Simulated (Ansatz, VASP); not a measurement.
Au in VASP and in Ansatz

```
Au
1.0
     2.94022    0.00000    0.00000
     0.00000    4.15809    0.00000
     0.00000    0.00000   23.82065
Au
7
Direct
  0.50000 0.50000 0.31485
  0.00000 0.00000 0.37657
  0.50000 0.50000 0.43828
  0.00000 0.00000 0.50000
  0.50000 0.50000 0.56172
  0.00000 0.00000 0.62343
  0.50000 0.50000 0.68515
```

Alike in both runs: task single point; functional PBE; k mesh 12 × 8 × 1; occupations gaussian, width 0.1 eV; no spin polarisation.

|  | VASP | Ansatz |
| --- | --- | --- |
| version | VASP 6.6.1 | Ansatz 0.2.0 |
| potentials or method | VASP PAW PBE potentials, release 64 (Au), cutoff 520 eV | scalar-relativistic, plane waves, PAW |
| valence electrons in the cell | 77 | 133 |

Ansatz gave:

```
gap on the k mesh at the Fermi level (eV) : none
rms of the force components (eV/Å)        : 0.187
```

Problem. Estimate VASP's values.

Solution. gap on the k mesh at the Fermi level (eV): none; rms of the force components (eV/Å): 0.188.

Atom by atom the forces differ by 0.003 eV/Å (rms over components). A gap of «none» marks a metal or a gap that the smearing closes. VASP's potentials hold 77 valence electrons a cell and Ansatz's 133, so a difference there can come from the potentials and not from the codes.

Neither program's run includes spin-orbit coupling.
